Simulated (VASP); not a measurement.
Write the native input for VASP 6.6.1 that does the following.

```yaml
Task: single point
Functional: PBE
Potentials_or_basis: VASP PAW PBE potentials, release 64 (Ca_sv)
Cutoff: 520 eV
k_mesh: 14 × 14 × 14
Occupations: gaussian, width 0.15 eV
Spin: no spin polarisation
Dipole_correction: no
Further_INCAR_settings: ALGO = Normal; EDIFF = 1e-06; NBANDS = 11
```

The structure of Ca lies in POSCAR:

```
Ca
1.0
    0.0000000000      2.7942000000      2.7942000000
    2.6684610000      0.0000000000      2.7942000000
    2.6684610000      2.7942000000      0.0000000000
Ca
1
Direct
    0.0000000000      0.0000000000      0.0000000000
```

This cell differs from its parent crystal: strain -0.0450 x Voigt [1, 0, 0, 0, 0, 0].

The input as run:

INCAR

```
  PREC = Accurate
  ENCUT = 520
  EDIFF = 1E-6
  ISMEAR = 0
  SIGMA = 0.15
  LREAL = False
  LASPH = True
  NELM = 100
  ALGO = Normal
  ISIF = 2
  LWAVE = False
  LCHARG = True
  GGA = PE
  LELF = True
  LVHAR = True
  NBANDS = 11
```

KPOINTS

```
Automatic mesh
0
Gamma
  14 14 14
```

Potentials or basis: VASP PAW PBE potentials, release 64 (Ca_sv).

Run with:

```console
$ cat potpaw_PBE.64/Ca_sv/POTCAR > POTCAR
$ mpirun -np 1 vasp_std > vasp.out
```

Results of the run:

```
Pressure               : 0.2 GPa
Band gap on the k mesh : zero (bands 5 and 6 overlap by 0.31 eV)
```

Caveat: the cell differs from its parent crystal (strain -0.0450 x Voigt [1, 0, 0, 0, 0, 0]).

It took 33 s on 1 thread of AMD EPYC 9R45 96-Core Processor (Zen 5), with other jobs on the host, peak memory 0.22 GiB.
